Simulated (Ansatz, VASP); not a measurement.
## Ru: VASP beside Ansatz

INCAR

```
ALGO     = Normal         # electronic algorithm
EDIFF    = 1E-7           # SCF threshold, eV
EDIFFG   = -0.01          # ionic threshold
ENCUT    = 500            # plane-wave cutoff, eV
GGA      = PE             # functional
GGA_COMPAT= False        
IBRION   = 2              # ionic algorithm
ISIF     = 3              # what is computed and relaxed
ISMEAR   = -1             # smearing method
LASPH    = True           # aspherical terms in the spheres
LCHARG   = False          # write CHGCAR
LREAL    = False          # projectors in reciprocal space
LWAVE    = False          # write WAVECAR
NELM     = 120            # most SCF steps
NELMIN   = 4            
NSW      = 80             # ionic steps
PREC     = Accurate       # precision mode
SIGMA    = 0.1            # smearing width, eV
```

File KPOINTS:

```
k-points
0
Gamma
  6 6 6
```

Contents of POSCAR:

```
Ru
1.0
    4.7686371176      0.0000000000      0.0000000000
    0.0000000000      4.7686371176      0.0000000000
    0.0000000000      0.0000000000      4.7686371176
Ru
8
Direct
    0.0000000000      0.0000000000      0.0000000000
    0.5000000000      0.5000000000      0.5000000000
    0.2500000000      0.0000000000      0.5000000000
    0.7500000000      0.0000000000      0.5000000000
    0.5000000000      0.2500000000      0.0000000000
    0.5000000000      0.7500000000      0.0000000000
    0.0000000000      0.5000000000      0.2500000000
    0.0000000000      0.5000000000      0.7500000000
```

Input for Ansatz:

```yaml
crystal:
  lattice:
    - [4.7686371176, 0.0, 0.0]
    - [0.0, 4.7686371176, 0.0]
    - [0.0, 0.0, 4.7686371176]
  atoms:
    - { symbol: Ru, position: [0.0, 0.0, 0.0] }
    - { symbol: Ru, position: [0.5, 0.5, 0.5] }
    - { symbol: Ru, position: [0.25, 0.0, 0.5] }
    - { symbol: Ru, position: [0.75, 0.0, 0.5] }
    - { symbol: Ru, position: [0.5, 0.25, 0.0] }
    - { symbol: Ru, position: [0.5, 0.75, 0.0] }
    - { symbol: Ru, position: [0.0, 0.5, 0.25] }
    - { symbol: Ru, position: [0.0, 0.5, 0.75] }
hamiltonian:
  xc: pbe
  pseudopotentials:
    kind: paw
    azcp:
      Ru: "pseudopotentials/Ru.paw.azcp"
basis:
  ecutwfc: 420
  fft_grid_basis: typed
kpoints:
  mp_grid: { grid: [6, 6, 6], shift: [0, 0, 0] }
magnetization:
  spin_polarized: false
scf:
  occupations: { method: fermi_dirac, width: 0.1 }
relax:
  max_steps: 60
  f_tol: 0.01
  cell: {}
```

Alike in both runs: task relaxation of cell and atoms; functional PBE; k mesh 6 × 6 × 6; occupations fermi-dirac, width 0.1 eV; no spin polarisation.

```csv
,VASP,Ansatz
version,VASP 6.6.1,Ansatz 0.2.0
potentials or method,"VASP PAW PBE potentials, release 64 (Ru_pv), cutoff 500 eV","plane waves (420 eV) with PAW, scalar-relativistic"
valence electrons in the cell,112,128
```

```tsv
	VASP	Ansatz	Ansatz less VASP
relaxed volume (Å³/atom)	14.23	14.23	-0.002
relaxed length of the cell vector where the two differ most in proportion (Å)	4.846	4.846	-0.0002
```

VASP's potentials hold 112 valence electrons a cell and Ansatz's 128, so a difference there can come from the potentials and not from the codes.
